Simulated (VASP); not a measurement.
# LiF (I4/mmm) in VASP: further runs

LiF is run at these levels: PBE; tasks: single point.

All numbers are computed with VASP 6.6.1; they aren't measurements. Logs are shortened: lines on timing, memory, paths and dates and some standing lists are left out, and cuts for length are marked.

### 1 The cell of the first run

Symmetry: I4/mmm, No. 139, tetragonal system. The conventional cell has a = 2.976 Å, b = 2.976 Å, c = 4.028 Å, α = 90.00°, β = 90.00°, γ = 90.00°. Li (site symmetry 4/mmm) has 6 F at 2.01 to 2.10 Å within 2.7 Å. F (site symmetry 4/mmm) has 6 Li at 2.01 to 2.10 Å within 2.7 Å.

### 2 Single point, PBE (strain +0.0450 x Voigt [1, 1, 0, 0, 0, 0])

Input file INCAR:

```
SYSTEM = LiF
ALGO     = Normal         ! electronic algorithm
EDIFF    = 1E-6           ! SCF threshold, eV
ENCUT    = 520            ! plane-wave cutoff, eV
GGA      = PE             ! functional
ISIF     = 2              ! what is computed and relaxed
ISMEAR   = 0              ! smearing method
LASPH    = .True.         ! aspherical terms in the spheres
LCHARG   = .False.        ! write CHGCAR
LREAL    = .False.        ! projectors in reciprocal space
LWAVE    = .False.        ! write WAVECAR
NBANDS   = 12             ! bands
NELM     = 60             ! most SCF steps
PREC     = Accurate       ! precision mode
SIGMA    = 0.05           ! smearing width, eV
```

Input file KPOINTS:

```
k-points
0
Gamma
  10 10 10
  0 0 0
```

Input file POSCAR:

```
LiF
1.0
    0.0000000000      2.1046300000      2.0140000000
    2.1046300000      0.0000000000      2.0140000000
    2.1046300000      2.1046300000      0.0000000000
Li F
1 1
Direct
    0.0000000000      0.0000000000      0.0000000000
    0.5000000000      0.5000000000      0.5000000000
```

Potentials or basis: VASP PAW PBE potentials, release 64 (Li_sv, F).

Command:

```console
$ cat potpaw_PBE.64/Li_sv/POTCAR potpaw_PBE.64/F/POTCAR > POTCAR
$ mpirun -np 1 vasp_std > vasp.out
```

OUTCAR:

```text
SYSTEM = LiF
   EDIFF = 1E-6
   ENCUT = 520
   GGA = PE
   ISIF = 2
   ISMEAR = 0
   LASPH = .True.
   LREAL = .False.
   NELM = 60
   PREC = Accurate

 ion  position               nearest neighbor table
   1  0.000  0.000  0.000-   2 2.01   2 2.01   2 2.10   2 2.10   2 2.10   2 2.10
   2  0.500  0.500  0.500-   1 2.01   1 2.01   1 2.10   1 2.10   1 2.10   1 2.10

  LATTYP: Found a body centered tetragonal cell.
 ALAT       =     2.9763962898
 C/A-ratio  =     1.3533144138

  Lattice vectors:

 A1 = (   0.0000000000,  -2.1046300000,  -2.0140000000)
 A2 = (   0.0000000000,   2.1046300000,  -2.0140000000)
 A3 = (   2.1046300000,   0.0000000000,   2.0140000000)

Analysis of symmetry for initial positions (statically):
=====================================================================
 Subroutine PRICEL returns:
 Original cell was already a primitive cell.

 Routine SETGRP: Setting up the symmetry group for a
 body centered tetragonal supercell.

 Subroutine GETGRP returns: Found 16 space group operations
 (whereof 16 operations were pure point group operations)
 out of a pool of 16 trial point group operations.

The static configuration has the point symmetry D_4h.

Analysis of symmetry for dynamics (positions and initial velocities):
=====================================================================
 Subroutine PRICEL returns:
 Original cell was already a primitive cell.

 Routine SETGRP: Setting up the symmetry group for a
 body centered tetragonal supercell.

 Subroutine GETGRP returns: Found 16 space group operations
 (whereof 16 operations were pure point group operations)
 out of a pool of 16 trial point group operations.

The dynamic configuration has the point symmetry D_4h.

 Subroutine INISYM returns: Found 16 space group operations
 (whereof 16 operations are pure point group operations),
 and found     1 'primitive' translations

----------------------------------------------------------------------------------------

                                     Primitive cell

  volume of cell :      17.8419

  direct lattice vectors                    reciprocal lattice vectors
     0.000000000  2.104630000  2.014000000    -0.237571450  0.237571450  0.248262165
     2.104630000  0.000000000  2.014000000     0.237571450 -0.237571450  0.248262165
     2.104630000  2.104630000  0.000000000     0.237571450  0.237571450 -0.248262165

  length of vectors
     2.913016210  2.913016210  2.976396290     0.417749315  0.417749315  0.417749315

  position of ions in fractional coordinates (direct lattice)
     0.000000000  0.000000000  0.000000000
     0.500000000  0.500000000  0.500000000

  ion indices of the primitive-cell ions
   primitive index   ion index
                 1           1
                 2           2

----------------------------------------------------------------------------------------

 KPOINTS: k-points

Automatic generation of k-mesh.
 Grid dimensions read from file:
 generate k-points for:   10   10   10

 Generating k-lattice:

  Cartesian coordinates                     Fractional coordinates (reciprocal lattice)
    -0.023757145  0.023757145  0.024826216     0.100000000 -0.000000000  0.000000000
     0.023757145 -0.023757145  0.024826216    -0.000000000  0.100000000  0.000000000
     0.023757145  0.023757145 -0.024826216     0.000000000  0.000000000  0.100000000

  Length of vectors
     0.041774931  0.041774931  0.041774931

  Shift w.r.t. Gamma in fractional coordinates (k-lattice)
     0.000000000  0.000000000  0.000000000

 Subroutine IBZKPT returns following result:
 ===========================================

 Found    102 irreducible k-points:

 Following reciprocal coordinates:
            Coordinates               Weight
  0.000000  0.000000  0.000000      1.000000
  0.100000 -0.000000  0.000000      8.000000
  0.200000 -0.000000  0.000000      8.000000
  0.300000 -0.000000  0.000000      8.000000
  0.400000 -0.000000  0.000000      8.000000
  0.500000 -0.000000  0.000000      4.000000
[... 16 lines left out ...]
  0.300000  0.300000  0.000000      2.000000
  0.400000  0.300000  0.000000      8.000000
 [... further k-points ...]
   k-points           NKPTS =    102   k-points in BZ     NKDIM =    102   number of bands    NBANDS=     12
   number of dos      NEDOS =    301   number of ions     NIONS =      2
   total plane-waves  NPLWV =  13824
   dimension x,y,z NGX =    24 NGY =   24 NGZ =   24
   dimension x,y,z NGXF=    48 NGYF=   48 NGZF=   48
   ions per type =               1   1
   NGX,Y,Z   is equivalent  to a cutoff of  13.70, 13.70, 13.41 a.u.
   NGXF,Y,Z  is equivalent  to a cutoff of  27.39, 27.39, 26.81 a.u.
 SYSTEM =  LiF
   PREC   = accura    normal or accurate (medium, high low for compatibility)
   ISTART =      0    job   : 0-new  1-cont  2-samecut
   ICHARG =      2    charge: 1-file 2-atom 10-const
   ISPIN  =      1    spin polarized calculation?
   LNONCOLLINEAR =      F non collinear calculations
   LSORBIT =      F    spin-orbit coupling
   LASPH  =      T    aspherical Exc in radial PAW
   ENCUT  =  520.0 eV  38.22 Ry    6.18 a.u.   5.42  5.42  5.53*2*pi/ulx,y,z
   NELM   =     60;   NELMIN=  2; NELMDL= -5     # of ELM steps
   EDIFF  = 0.1E-05   stopping-criterion for ELM
   LREAL  =      F    real-space projection
   EDIFFG = 0.1E-04   stopping-criterion for IOM
   NSW    =      0    number of steps for IOM
   IBRION =     -1    ionic relax: 0-MD 1-quasi-New 2-CG
   NFREE  =      0    steps in history (QN), initial steepest desc. (CG)
   ISIF   =      2    stress and relaxation
   ISYM   =      2    0-nonsym 1-usesym 2-fastsym
   POTIM  = 0.5000    time-step for ionic-motion
   TEBEG  =    0.0;   TEEND  =   0.0 temperature during run
   PSTRESS=    0.0 pullay stress
   NELECT =      10.0000    total number of electrons
   NUPDOWN=      -1.0000    fix difference up-down
   EMIN   =  10.00;   EMAX   =-10.00  energy-range for DOS
   EFERMI =   0.00;   METHOD = LEGACY
   ISMEAR =     0;   SIGMA  =   0.05  broadening in eV -4-tet -1-fermi 0-gaus
   EFERMI_NEDOS =   21; number of points for ismear=-14 and -15
   IALGO  =     38    algorithm
   IMIX   =      4    mixing-type and parameters
     AMIX     =   0.40;   BMIX     =  1.00
     AMIX_MAG =   1.60;   BMIX_MAG =  1.00
  volume/ion in A,a.u.               =       8.92        60.20
  Fermi-wavevector in a.u.,A,eV,Ry     =   1.349774  2.550704 24.788329  1.821891
  Thomas-Fermi vector in A             =   2.477334
   LORBIT       =      0    0 simple, 1 ext, 2 COOP (PROOUT), +10 PAW based schemes
   GGA     = PE    functional components
   LHFCALC =     F    Hartree Fock is set to
   AEXX    =    0.0000 exact exchange contribution
   IVDW    =     0    specifies the selected vdW correction
   LEPSILON=     F    determine dielectric tensor
   LRPA    =     F    only Hartree local field effects (RPA)
 non-spin polarized calculation
 Gauss-broadening in eV      SIGMA  =   0.05
  energy-cutoff  :      520.00
  volume of cell :       17.84
 maximum number of plane-waves:       507
 NGX is ok and might be reduce to    24
   NGX = 11   NGY = 11   NGZ = 11

 number of electron      10.0000013 magnetization

 Free energy of the ion-electron system (eV)
  ---------------------------------------------------
  ext. energy  EPLUGINS =         0.00000000
  ---------------------------------------------------
  free energy    TOTEN  =        -9.62635936 eV

  energy without entropy =       -9.62635936  energy(sigma->0) =       -9.62635936

 E-fermi :  -1.0872     XC(G=0):  -9.5580

 val. band max:       -1.4896623485   @ k =   0.0000   0.0000   0.0000
 cond. band min:       6.8196153621   @ k =   0.0000   0.0000   0.0000
 fundamental gap:      8.3092777106
 Fermi energy:        -1.0871958379

 k-point     1 :       0.0000    0.0000    0.0000
  band No.  band energies     occupation
      1     -42.6530      2.00000
      2     -21.2688      2.00000
      3      -1.5994      2.00000
      4      -1.4897      2.00000
      5      -1.4897      2.00000
      6       6.8196      0.00000
      7      21.0074      0.00000
      8      21.0075      0.00000
      9      21.8488      0.00000
     10      21.8488      0.00000
     11      21.9489      0.00000
     12      22.1962      0.00000

 k-point     2 :       0.1000   -0.0000    0.0000
  band No.  band energies     occupation
      1     -42.6492      2.00000
      2     -21.2358      2.00000
      3      -1.7993      2.00000
      4      -1.5641      2.00000
      5      -1.5167      2.00000
      6       7.1123      0.00000
      7      18.8951      0.00000
      8      19.8944      0.00000
      9      20.5676      0.00000
     10      22.7366      0.00000
     11      22.7925      0.00000
     12      23.1009      0.00000

 k-point     3 :       0.2000   -0.0000    0.0000
  band No.  band energies     occupation
      1     -42.6391      2.00000
      2     -21.1469      2.00000
      3      -2.4132      2.00000
      4      -1.6056      2.00000
      5      -1.5860      2.00000
      6       7.7866      0.00000
      7      16.5216      0.00000
      8      18.4711      0.00000
      9      19.2321      0.00000
     10      23.6057      0.00000
     11      24.0977      0.00000
     12      24.3357      0.00000
[... 286 lines left out ...]
 k-point    23 :       0.3000    0.3000    0.0000
  band No.  band energies     occupation
      1     -42.6160      2.00000
      2     -20.9074      2.00000
      3      -3.1980      2.00000
      4      -2.1398      2.00000
      5      -2.1398      2.00000
      6      10.1242      0.00000
      7      15.6251      0.00000
      8      16.9402      0.00000
      9      17.5127      0.00000
     10      17.5127      0.00000
     11      31.0147      0.00000
     12      31.4018      0.00000

 k-point    24 :       0.4000    0.3000    0.0000
  band No.  band energies     occupation
      1     -42.6083      2.00000
      2     -20.8120      2.00000
      3      -3.5652      2.00000
      4      -2.3254      2.00000
      5      -2.2418      2.00000
      6      11.0131      0.00000
      7      14.4314      0.00000
      8      16.3700      0.00000
      9      17.2847      0.00000
     10      18.3393      0.00000
     11      30.7727      0.00000
     12      31.4574      0.00000

 [... further k-points ...]
[... 5 lines left out ...]
  --------------------------------------------------------------------------------------
  -------------------------------------------------------------------------------------
  Total       -0.4887652     -0.4887652     -0.2643717      0.0000000     -0.0000000     -0.0000000
  in kB      -43.8904333    -43.8904333    -23.7402146      0.0000000     -0.0000000     -0.0000000
  external PRESSURE =     -37.1736937 kB  Pullay stress =       0.0000000 kB

 VOLUME and BASIS-vectors are now :
 -----------------------------------------------------------------------------
  energy-cutoff  :      520.00
  volume of cell :       17.84
      direct lattice vectors                 reciprocal lattice vectors
     0.000000000  2.104630000  2.014000000    -0.237571450  0.237571450  0.248262165
     2.104630000  0.000000000  2.014000000     0.237571450 -0.237571450  0.248262165
     2.104630000  2.104630000  0.000000000     0.237571450  0.237571450 -0.248262165

 POSITION                                       TOTAL-FORCE (eV/Angst)
 -----------------------------------------------------------------------------------
      0.00000      0.00000      0.00000         0.000000      0.000000     -0.000000
      2.10463      2.10463      2.01400         0.000000     -0.000000      0.000000
 -----------------------------------------------------------------------------------
    total drift:                               -0.000000     -0.000000      0.000000

  FREE ENERGIE OF THE ION-ELECTRON SYSTEM (eV)
  ---------------------------------------------------
  free  energy   TOTEN  =        -9.6263593619 eV

  energy  without entropy=       -9.6263593619  energy(sigma->0) =       -9.62635936
```

Wall time 6.9 s (1 thread of Intel Xeon 6975P-C (Granite Rapids), shared host); peak memory 0.14 GiB.

What came out:

| Property | Result |
| --- | --- |
| Free energy | -9.6264 eV |
| Band gap on the k mesh | 8.31 eV, direct |

Caveat: the cell differs from its parent crystal (strain +0.0450 x Voigt [1, 1, 0, 0, 0, 0]); the cutoff is under 1.25 times the usual one of these potentials, so pressure, stress and relaxed cells hold a basis-set (Pulay) error. A k mesh can miss the band edges.

### 3 Single point, PBE (strain +0.0600 x Voigt [1, 1, 0, 0, 0, 0])

Input file INCAR:

```
SYSTEM = LiF
  ALGO = Normal
  EDIFF = 1E-7
  ENCUT = 520
  GGA = PE
  ISIF = 2
  ISMEAR = 0
  LASPH = .True.
  LCHARG = .False.
  LREAL = .False.
  LWAVE = .False.
  NBANDS = 12
  NELM = 60
  PREC = Accurate
  SIGMA = 0.05
```

KPOINTS is that of step 2.

Input file POSCAR:

```
LiF
1.0
    0.0000000000      2.1348400000      2.0140000000
    2.1348400000      0.0000000000      2.0140000000
    2.1348400000      2.1348400000      0.0000000000
Li F
1 1
Direct
    0.0000000000      0.0000000000      0.0000000000
    0.5000000000      0.5000000000      0.5000000000
```

Potentials or basis: VASP PAW PBE potentials, release 64 (Li_sv, F).

Command:

```console
$ cat potpaw_PBE.64/Li_sv/POTCAR potpaw_PBE.64/F/POTCAR > POTCAR
$ mpirun -np 1 vasp_std > vasp.out
```

It took 7.7 s on 1 thread of Intel Xeon 6975P-C (Granite Rapids), shared host; peak memory 0.14 GiB.

The run converged. Its results:

```
Free energy            : -9.6115 eV
Band gap on the k mesh : 8.08 eV, direct
```

Levels at points of the mesh, in eV from the valence-band top:
```csv
k point,band 1,band 2,band 3,band 4,band 5,band 6,band 7,band 8,band 9,band 10
"(0.00, 0.00, 0.00)",-41.24,-19.72,-0.15,0.00,0.00,8.08,22.05,22.05,23.04,23.04
"(0.50, 0.00, 0.00)",-41.21,-19.38,-2.22,-0.28,-0.19,10.14,15.36,17.47,18.46,28.10
"(0.50, 0.50, 0.00)",-41.19,-19.14,-2.57,-0.98,-0.98,14.41,15.40,16.21,18.37,18.37
"(0.50, 0.00, 0.50)",-41.20,-19.20,-2.60,-1.00,-0.68,13.41,16.00,16.16,18.77,19.56
```

Caveat: the cell differs from its parent crystal (strain +0.0600 x Voigt [1, 1, 0, 0, 0, 0]); the cutoff is under 1.25 times the usual one of these potentials, so pressure, stress and relaxed cells hold a basis-set (Pulay) error. A k mesh can miss the band edges.

### 4 Single point, PBE (strain +0.0525 x Voigt [1, 1, 0, 0, 0, 0])

Input file INCAR:

```
SYSTEM = LiF
  ALGO = Normal
  EDIFF = 1E-6
  ENCUT = 520
  GGA = PE
  ISIF = 2
  ISMEAR = 0
  LASPH = .True.
  LCHARG = .True.
  LELF = .True.
  LREAL = .False.
  LVHAR = .True.
  LWAVE = .False.
  NBANDS = 12
  NELM = 80
  PREC = Accurate
  SIGMA = 0.05
```

KPOINTS is that of step 3.

Input file POSCAR:

```
LiF
1.0
    0.0000000000      2.1197350000      2.0140000000
    2.1197350000      0.0000000000      2.0140000000
    2.1197350000      2.1197350000      0.0000000000
Li F
1 1
Direct
    0.0000000000      0.0000000000      0.0000000000
    0.5000000000      0.5000000000      0.5000000000
```

Command:

```console
$ cat potpaw_PBE.64/Li_sv/POTCAR potpaw_PBE.64/F/POTCAR > POTCAR
$ mpirun -np 1 vasp_std > vasp.out
```

Wall time 6.9 s (1 thread of Intel Xeon 6975P-C (Granite Rapids), shared host); peak memory 0.14 GiB.

Results (log left out):

```
Free energy            : -9.6195 eV
Band gap on the k mesh : 8.19 eV, direct
```

Levels at points of the mesh, in eV from the valence-band top:
```csv
k point,band 2,band 3,band 4,band 5,band 6,band 7,band 8,band 9
"(0.00, 0.00, 0.00)",-19.75,-0.13,0.00,0.00,8.19,22.27,22.27,23.19
"(0.50, 0.00, 0.00)",-19.39,-2.26,-0.28,-0.19,10.22,15.52,17.63,18.51
"(0.50, 0.50, 0.00)",-19.16,-2.62,-0.98,-0.98,14.46,15.52,16.35,18.59
"(0.50, 0.00, 0.50)",-19.21,-2.64,-1.00,-0.71,13.57,16.17,16.19,18.93
```

Caveat: the cell differs from its parent crystal (strain +0.0525 x Voigt [1, 1, 0, 0, 0, 0]); the cutoff is under 1.25 times the usual one of these potentials, so pressure, stress and relaxed cells hold a basis-set (Pulay) error. A k mesh can miss the band edges.

### 5 The runs side by side

| cell | gap on the mesh (eV) |
| --- | --- |
| a = 2.913, b = 2.913, c = 2.976 Å, angles 59.3, 59.3, 61.4°, 2 atoms | 8.31 |
| a = 2.935, b = 2.935, c = 3.019 Å, angles 59.0, 59.0, 61.9°, 2 atoms | 8.08 |
| a = 2.924, b = 2.924, c = 2.998 Å, angles 59.2, 59.2, 61.7°, 2 atoms | 8.19 |

Alike in all rows: task single point; level PBE; potentials or basis VASP PAW PBE potentials, release 64 (Li_sv, F); no spin polarisation; k mesh 10 × 10 × 10; cutoff (eV) 520; smearing gaussian 0.05 eV.

Caveats: the cutoff is under 1.25 times the usual one of these potentials, so pressure, stress and relaxed cells hold a basis-set (Pulay) error.

Absolute energies hang on the potentials; compare differences alone.
